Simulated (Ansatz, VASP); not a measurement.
**Two plane-wave programs on ZrMo3**

Contents of INCAR:

```
SYSTEM = ZrMo3
  PREC = Accurate
  ENCUT = 520
  EDIFF = 1E-7
  ISMEAR = 1
  SIGMA = 0.15
  LREAL = .FALSE.
  LASPH = .TRUE.
  NELM = 60
  ALGO = Normal
  ISIF = 2
  LWAVE = .FALSE.
  LCHARG = .FALSE.
  GGA = PS
  NBANDS = 64
```

KPOINTS

```
regular mesh
0
G
  5 5 5
  0 0 0
```

The input POSCAR:

```
ZrMo3
1.0
    5.2060600000      0.0000000000      0.0000000000
    0.0000000000      5.2060600000      0.0000000000
    0.0000000000      0.0000000000      5.2060600000
Zr Mo
2 6
Direct
    0.5000000000      0.5000000000      0.5000000000
    0.0000000000      0.0000000000      0.0000000000
    0.0000000000      0.5000000000      0.2500000000
    0.0000000000      0.5000000000      0.7500000000
    0.5000000000      0.7500000000      0.0000000000
    0.5000000000      0.2500000000      0.0000000000
    0.7500000000      0.0000000000      0.5000000000
    0.2500000000      0.0000000000      0.5000000000
```

Input for Ansatz:

```yaml
crystal:
  lattice:
    - [5.20606, 0.0, 0.0]
    - [0.0, 5.20606, 0.0]
    - [0.0, 0.0, 5.20606]
  atoms:
    - { symbol: Zr, position: [0.5, 0.5, 0.5] }
    - { symbol: Zr, position: [0.0, 0.0, 0.0] }
    - { symbol: Mo, position: [0.0, 0.5, 0.25] }
    - { symbol: Mo, position: [0.0, 0.5, 0.75] }
    - { symbol: Mo, position: [0.5, 0.75, 0.0] }
    - { symbol: Mo, position: [0.5, 0.25, 0.0] }
    - { symbol: Mo, position: [0.75, 0.0, 0.5] }
    - { symbol: Mo, position: [0.25, 0.0, 0.5] }
kpoints:
  mp_grid:
    grid: [5, 5, 5]
hamiltonian:
  xc: pbesol
scf:
  occupations:
    method: cold
    width: 0.15
output:
  forces: true
  stress: true
```

Alike in both runs: task single point; functional PBEsol; k mesh 5 × 5 × 5; no spin polarisation.

```csv
,VASP,Ansatz
version,VASP 6.6.1,Ansatz 0.2.0
potentials or method,"VASP PAW PBE potentials, release 64 (Zr_sv, Mo_sv)","plane waves, PAW"
plane-wave cutoff (eV),520,420
occupations,"methfessel-paxton of order 1, width 0.15 eV","cold, width 0.15 eV"
valence electrons in the cell,108,108
```

|  | VASP | Ansatz | Ansatz less VASP |
| --- | --- | --- | --- |
| pressure (GPa) | -7.9 | -8.1 | -0.24 |

VASP's potentials were made for PBE, not for PBEsol.
